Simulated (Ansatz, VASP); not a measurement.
Nb in VASP and in Ansatz

```
Nb
1.0
     3.27262    0.00000    0.00000
     0.00000    3.27262    0.00000
     0.00000    0.00000    3.27262
Nb
2
Direct
  0.00000 0.00000 0.00000
  0.50000 0.50000 0.50000
```

Alike in both runs: task single point; functional PBEsol; k mesh 11 × 11 × 11; occupations fermi-dirac, width 0.05 eV; no spin polarisation.

|  | VASP | Ansatz |
| --- | --- | --- |
| version | VASP 6.6.1 | Ansatz 0.2.0 |
| potentials or method | VASP PAW PBE potentials, release 64 (Nb_sv), cutoff 520 eV | all-electron LAPW, scalar-relativistic |

Ansatz gave:

| Quantity | Value |
| --- | --- |
| pressure (GPa) | 0.0 |

**Question.** Which values does VASP return?

**Answer.** Pressure (GPa): -0.2.

VASP's potentials were made for PBE, not for PBEsol. Ansatz ran all-electron here, and VASP with PAW potentials.
